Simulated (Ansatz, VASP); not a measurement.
## Y in VASP and in Ansatz

```
CELL_PARAMETERS angstrom
1.31490 3.28724 3.28724
3.28724 1.31490 3.28724
3.28724 3.28724 1.31490
ATOMIC_POSITIONS crystal
Y 0.00000 0.00000 0.00000
```

Alike in both runs: task single point; functional r2SCAN; k mesh 18 × 18 × 18; occupations gaussian, width 0.15 eV; no spin polarisation.

```csv
,VASP,Ansatz
version,VASP 6.6.1,Ansatz 0.2.0
potentials or method,"VASP PAW PBE potentials, release 64 (Y_sv), cutoff 520 eV","scalar-relativistic, plane waves, PAW"
valence electrons in the cell,11,11
```

Ansatz gave:

```
gap on the k mesh at the Fermi level (eV)                     : none
pressure (GPa)                                                : 15.7
traceless stress, the component that is largest in VASP (GPa) : -14.16
```

**Question.** Estimate VASP's values.

**Answer.** gap on the k mesh at the Fermi level (eV): none; pressure (GPa): 15.9; traceless stress, the component that is largest in VASP (GPa): -14.27.

VASP's potentials were made for PBE, not for r2SCAN. A gap of «none» marks a metal or a gap that the smearing closes.
